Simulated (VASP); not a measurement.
A run of VASP 6.6.1 is set up as follows.

INCAR

```
SYSTEM = TiO2
PREC     = Accurate       ! precision mode
ENCUT    = 520            ! plane-wave cutoff, eV
EDIFF    = 1E-7           ! SCF threshold, eV
ISMEAR   = -1             ! smearing method
SIGMA    = 0.05           ! smearing width, eV
LREAL    = .FALSE.        ! projectors in reciprocal space
LASPH    = .TRUE.         ! aspherical terms in the spheres
NELM     = 150            ! most SCF steps
ALGO     = Normal         ! electronic algorithm
ISIF     = 2              ! what is computed and relaxed
LWAVE    = .FALSE.        ! write WAVECAR
LCHARG   = .FALSE.        ! write CHGCAR
LMAXMIX  = 4              ! l up to which the mixer works
LDAU     = .TRUE.         ! DFT+U
LDAUTYPE = 2            
LDAUL    = 2 -1           ! shell
LDAUU    = 6 0            ! U, eV
LDAUJ    = 0 0          
LDAUPRINT= 1            
GGA      = PS             ! functional
NBANDS   = 46             ! bands
```

The input KPOINTS:

```
regular mesh
0
G
  6 6 5
  0 0 0
```

POSCAR

```
TiO2
1.0
    5.5822227355      0.0000000000      0.0000000000
   -2.7911113678      4.8343466985      0.0000000000
    0.0000000000      0.0000000000      6.0824678800
Ti O
3 6
Direct
    0.4669367500      0.0000000000      0.3333333333
    0.0000000000      0.4669367500      0.6666666667
    0.5330632500      0.5330632500      0.0000000000
    0.5810657200      0.8514331800      0.1206639333
    0.7296325400      0.1485668200      0.5460027333
    0.2703674600      0.4189342800      0.7873306000
    0.8514331800      0.5810657200      0.8793360667
    0.1485668200      0.7296325400      0.4539972667
    0.4189342800      0.2703674600      0.2126694000
```

Potentials or basis: VASP PAW PBE potentials, release 64 (Ti_sv, O).

The run is started by

```console
$ cat potpaw_PBE.64/Ti_sv/POTCAR potpaw_PBE.64/O/POTCAR > POTCAR
$ mpirun -np 1 vasp_std > vasp.out
```

Task: Predict the largest force.

Result: 0.548 eV/Å.

Task: Estimate the pressure.

Result: 7.3 GPa.

Stress tensor (GPa, compression positive):
```
7.28 0.00 0.00
0.00 7.28 0.00
0.00 0.00 7.38
```

Caveat: the PAW data sets were made with another functional, which shifts forces and pressure a little.
